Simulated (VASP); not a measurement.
# Zr (Im-3m) in VASP: notebook

Zr is run at these levels: PBEsol; tasks: single point.

All numbers are computed with VASP 6.6.1; they aren't measurements. Logs are shortened: lines on timing, memory, paths and dates and some standing lists are left out, and cuts for length are marked.

## (1) The cell of the first run

The structure is cubic, space group Im-3m (No. 229). Conventional cell: a = 3.618 Å, b = 3.618 Å, c = 3.618 Å, α = 90.00°, β = 90.00°, γ = 90.00°. Zr (site symmetry m-3m) has 14 Zr at 3.13 to 3.62 Å within 4.1 Å.

## (2) Single point, PBEsol (volume scaled by 1.08)

INCAR

```
SYSTEM = Zr
PREC = Accurate
ENCUT = 520
EDIFF = 1E-7
ISMEAR = -1
SIGMA = 0.1
LREAL = .False.
LASPH = .True.
NELM = 60
ALGO = Normal
ISIF = 2
LWAVE = .False.
LCHARG = .False.
GGA = PS
NBANDS = 12
```

KPOINTS

```
regular mesh
0
Gamma
  14 14 14
  0 0 0
```

POSCAR

```
Zr
1.0
   -1.8088614965      1.8088614965      1.8088614965
    1.8088614965     -1.8088614965      1.8088614965
    1.8088614965      1.8088614965     -1.8088614965
Zr
1
Direct
    0.0000000000      0.0000000000      0.0000000000
```

Potentials or basis: VASP PAW PBE potentials, release 64 (Zr_sv).

The run is started by

```
$ cat potpaw_PBE.64/Zr_sv/POTCAR > POTCAR
$ mpirun -np 1 vasp_std > vasp.out
```

OUTCAR:

```text
SYSTEM = Zr
   PREC = Accurate
   ENCUT = 520
   EDIFF = 1E-7
   ISMEAR = -1
   LREAL = .False.
   LASPH = .True.
   NELM = 60
   ISIF = 2
   GGA = PS

 ion  position               nearest neighbor table
   1  0.000  0.000  0.000-

  LATTYP: Found a body centered cubic cell.
 ALAT       =     3.6177229930

  Lattice vectors:

 A1 = (  -1.8088614965,   1.8088614965,   1.8088614965)
 A2 = (   1.8088614965,  -1.8088614965,   1.8088614965)
 A3 = (   1.8088614965,   1.8088614965,  -1.8088614965)

Analysis of symmetry for initial positions (statically):
=====================================================================
 Subroutine PRICEL returns:
 Original cell was already a primitive cell.

 Routine SETGRP: Setting up the symmetry group for a
 body centered cubic supercell.

 Subroutine GETGRP returns: Found 48 space group operations
 (whereof 48 operations were pure point group operations)
 out of a pool of 48 trial point group operations.

The static configuration has the point symmetry O_h .

Analysis of symmetry for dynamics (positions and initial velocities):
=====================================================================
 Subroutine PRICEL returns:
 Original cell was already a primitive cell.

 Routine SETGRP: Setting up the symmetry group for a
 body centered cubic supercell.

 Subroutine GETGRP returns: Found 48 space group operations
 (whereof 48 operations were pure point group operations)
 out of a pool of 48 trial point group operations.

The dynamic configuration has the point symmetry O_h .

 Subroutine INISYM returns: Found 48 space group operations
 (whereof 48 operations are pure point group operations),
 and found     1 'primitive' translations

----------------------------------------------------------------------------------------

                                     Primitive cell

  volume of cell :      23.6742

  direct lattice vectors                    reciprocal lattice vectors
    -1.808861497  1.808861497  1.808861497     0.000000000  0.276416962  0.276416962
     1.808861497 -1.808861497  1.808861497     0.276416962  0.000000000  0.276416962
     1.808861497  1.808861497 -1.808861497     0.276416962  0.276416962  0.000000000

  length of vectors
     3.133040016  3.133040016  3.133040016     0.390912617  0.390912617  0.390912617

  position of ions in fractional coordinates (direct lattice)
     0.000000000  0.000000000  0.000000000

  ion indices of the primitive-cell ions
   primitive index   ion index
                 1           1

----------------------------------------------------------------------------------------

 KPOINTS: regular mesh

Automatic generation of k-mesh.
 Grid dimensions read from file:
 generate k-points for:   14   14   14

 Generating k-lattice:

  Cartesian coordinates                     Fractional coordinates (reciprocal lattice)
     0.000000000  0.019744069  0.019744069     0.071428571  0.000000000  0.000000000
     0.019744069  0.000000000  0.019744069     0.000000000  0.071428571  0.000000000
     0.019744069  0.019744069  0.000000000     0.000000000  0.000000000  0.071428571

  Length of vectors
     0.027922330  0.027922330  0.027922330

  Shift w.r.t. Gamma in fractional coordinates (k-lattice)
     0.000000000  0.000000000  0.000000000

 Subroutine IBZKPT returns following result:
 ===========================================

 Found    104 irreducible k-points:

 Following reciprocal coordinates:
            Coordinates               Weight
  0.000000  0.000000  0.000000      1.000000
  0.071429  0.000000  0.000000     12.000000
  0.142857  0.000000  0.000000     12.000000
  0.214286  0.000000  0.000000     12.000000
  0.285714  0.000000  0.000000     12.000000
  0.357143  0.000000  0.000000     12.000000
[... 16 lines left out ...]
  0.285714  0.285714  0.000000     24.000000
  0.357143  0.285714 -0.000000     24.000000
 [... further k-points ...]
   k-points           NKPTS =    104   k-points in BZ     NKDIM =    104   number of bands    NBANDS=     12
   number of dos      NEDOS =    301   number of ions     NIONS =      1
   total plane-waves  NPLWV =  13824
   dimension x,y,z NGX =    24 NGY =   24 NGZ =   24
   dimension x,y,z NGXF=    48 NGYF=   48 NGZF=   48
   ions per type =               1
   NGX,Y,Z   is equivalent  to a cutoff of  12.73, 12.73, 12.73 a.u.
   NGXF,Y,Z  is equivalent  to a cutoff of  25.47, 25.47, 25.47 a.u.
 SYSTEM =  Zr
   PREC   = accura    normal or accurate (medium, high low for compatibility)
   ISTART =      0    job   : 0-new  1-cont  2-samecut
   ICHARG =      2    charge: 1-file 2-atom 10-const
   ISPIN  =      1    spin polarized calculation?
   LNONCOLLINEAR =      F non collinear calculations
   LSORBIT =      F    spin-orbit coupling
   LASPH  =      T    aspherical Exc in radial PAW
   ENCUT  =  520.0 eV  38.22 Ry    6.18 a.u.   5.83  5.83  5.83*2*pi/ulx,y,z
   NELM   =     60;   NELMIN=  2; NELMDL= -5     # of ELM steps
   EDIFF  = 0.1E-06   stopping-criterion for ELM
   LREAL  =      F    real-space projection
   EDIFFG = 0.1E-05   stopping-criterion for IOM
   NSW    =      0    number of steps for IOM
   IBRION =     -1    ionic relax: 0-MD 1-quasi-New 2-CG
   NFREE  =      0    steps in history (QN), initial steepest desc. (CG)
   ISIF   =      2    stress and relaxation
   ISYM   =      2    0-nonsym 1-usesym 2-fastsym
   POTIM  = 0.5000    time-step for ionic-motion
   TEBEG  =    0.0;   TEEND  =   0.0 temperature during run
   PSTRESS=    0.0 pullay stress
   NELECT =      12.0000    total number of electrons
   NUPDOWN=      -1.0000    fix difference up-down
   EMIN   =  10.00;   EMAX   =-10.00  energy-range for DOS
   EFERMI =   0.00;   METHOD = LEGACY
   ISMEAR =    -1;   SIGMA  =   0.10  broadening in eV -4-tet -1-fermi 0-gaus
   EFERMI_NEDOS =   21; number of points for ismear=-14 and -15
   IALGO  =     38    algorithm
   IMIX   =      4    mixing-type and parameters
     AMIX     =   0.40;   BMIX     =  1.00
     AMIX_MAG =   1.60;   BMIX_MAG =  1.00
  volume/ion in A,a.u.               =      23.67       159.76
  Fermi-wavevector in a.u.,A,eV,Ry     =   1.305299  2.466657 23.181673  1.703805
  Thomas-Fermi vector in A             =   2.436177
   LORBIT       =      0    0 simple, 1 ext, 2 COOP (PROOUT), +10 PAW based schemes
   GGA     = PS    functional components
   LHFCALC =     F    Hartree Fock is set to
   AEXX    =    0.0000 exact exchange contribution
   IVDW    =     0    specifies the selected vdW correction
   LEPSILON=     F    determine dielectric tensor
   LRPA    =     F    only Hartree local field effects (RPA)
 non-spin polarized calculation
  energy-cutoff  :      520.00
  volume of cell :       23.67
 maximum number of plane-waves:       682
   NGX = 11   NGY = 11   NGZ = 11

 number of electron      12.0000000 magnetization

 Free energy of the ion-electron system (eV)
  ---------------------------------------------------
  ext. energy  EPLUGINS =         0.00000000
  ---------------------------------------------------
  free energy    TOTEN  =        -9.00681391 eV

  energy without entropy =       -8.94195467  energy(sigma->0) =       -8.97438429

 E-fermi :   8.3932     XC(G=0): -11.1213

 val. band max:        8.3922976382   @ k =   0.2143   0.2143   0.0000
 cond. band min:       8.3991410969   @ k =   0.2143   0.0714   0.0714
 fundamental gap:      0.0068434587
 Fermi energy:         8.3931762286

 k-point     1 :       0.0000    0.0000    0.0000
  band No.  band energies     occupation
      1     -40.0289      2.00000
      2     -17.5845      2.00000
      3     -17.5845      2.00000
      4     -17.5845      2.00000
      5       3.0429      2.00000
      6       9.5051      0.00003
      7       9.5051      0.00003
      8       9.5051      0.00003
      9      11.9463      0.00000
     10      11.9463      0.00000
     11      20.7353      0.00000
     12      20.7353      0.00000

 k-point     2 :       0.0714    0.0000    0.0000
  band No.  band energies     occupation
      1     -40.0219      2.00000
      2     -17.6335      2.00000
      3     -17.5996      2.00000
      4     -17.5849      2.00000
      5       3.2136      2.00000
      6       9.3920      0.00009
      7       9.4672      0.00004
      8       9.6700      0.00001
      9      11.7740      0.00000
     10      11.9454      0.00000
     11      20.8822      0.00000
     12      21.0433      0.00000

 k-point     3 :       0.1429    0.0000    0.0000
  band No.  band energies     occupation
      1     -40.0024      2.00000
      2     -17.7686      2.00000
      3     -17.6414      2.00000
      4     -17.5858      2.00000
      5       3.6965      2.00000
      6       9.0960      0.00177
      7       9.2959      0.00024
      8      10.1561      0.00000
      9      11.4929      0.00000
     10      11.9581      0.00000
     11      21.1743      0.00000
     12      21.9192      0.00000
[... 286 lines left out ...]
 k-point    23 :       0.2857    0.2857    0.0000
  band No.  band energies     occupation
      1     -39.8739      2.00000
      2     -18.3272      2.00000
      3     -18.0809      2.00000
      4     -17.6942      2.00000
      5       6.9319      2.00000
      6       7.7508      1.99676
      7       8.3690      1.12025
      8      11.9159      0.00000
      9      12.5386      0.00000
     10      16.3247      0.00000
     11      17.1807      0.00000
     12      19.3673      0.00000

 k-point    24 :       0.3571    0.2857   -0.0000
  band No.  band energies     occupation
      1     -39.8695      2.00000
      2     -18.2918      2.00000
      3     -18.1498      2.00000
      4     -17.6991      2.00000
      5       7.0358      2.00000
      6       7.8612      1.99026
      7       8.2404      1.64345
      8      12.0997      0.00000
      9      12.5008      0.00000
     10      16.6599      0.00000
     11      17.1927      0.00000
     12      18.6159      0.00000

 [... further k-points ...]
[... 5 lines left out ...]
  --------------------------------------------------------------------------------------
  -------------------------------------------------------------------------------------
  Total       -0.9392735     -0.9392735     -0.9392735      0.0000000     -0.0000000      0.0000000
  in kB      -63.5662704    -63.5662704    -63.5662704      0.0000000     -0.0000000      0.0000000
  external PRESSURE =     -63.5662704 kB  Pullay stress =       0.0000000 kB

 VOLUME and BASIS-vectors are now :
 -----------------------------------------------------------------------------
  energy-cutoff  :      520.00
  volume of cell :       23.67
      direct lattice vectors                 reciprocal lattice vectors
    -1.808861497  1.808861497  1.808861497     0.000000000  0.276416962  0.276416962
     1.808861497 -1.808861497  1.808861497     0.276416962  0.000000000  0.276416962
     1.808861497  1.808861497 -1.808861497     0.276416962  0.276416962  0.000000000

 POSITION                                       TOTAL-FORCE (eV/Angst)
 -----------------------------------------------------------------------------------
      0.00000      0.00000      0.00000        -0.000000      0.000000     -0.000000
 -----------------------------------------------------------------------------------
    total drift:                                0.000000      0.000000      0.000000

  FREE ENERGIE OF THE ION-ELECTRON SYSTEM (eV)
  ---------------------------------------------------
  free  energy   TOTEN  =        -9.0068139142 eV

  energy  without entropy=       -8.9419546722  energy(sigma->0) =       -8.97438429
```

Run time: 9 s. Hardware: 1 thread of Intel Xeon 6975P-C (Granite Rapids), shared host; peak memory 0.15 GiB.

What came out:

```
Free energy            : -9.0068 eV
Pressure               : -6.4 GPa
Band gap on the k mesh : zero (band 6 reaches 9.51 eV, above the bottom of band 7 at 7.78 eV)
```

Caveat: the PAW data sets were made with another functional, which shifts forces and pressure a little.

(Continued in part 2 of 2.)
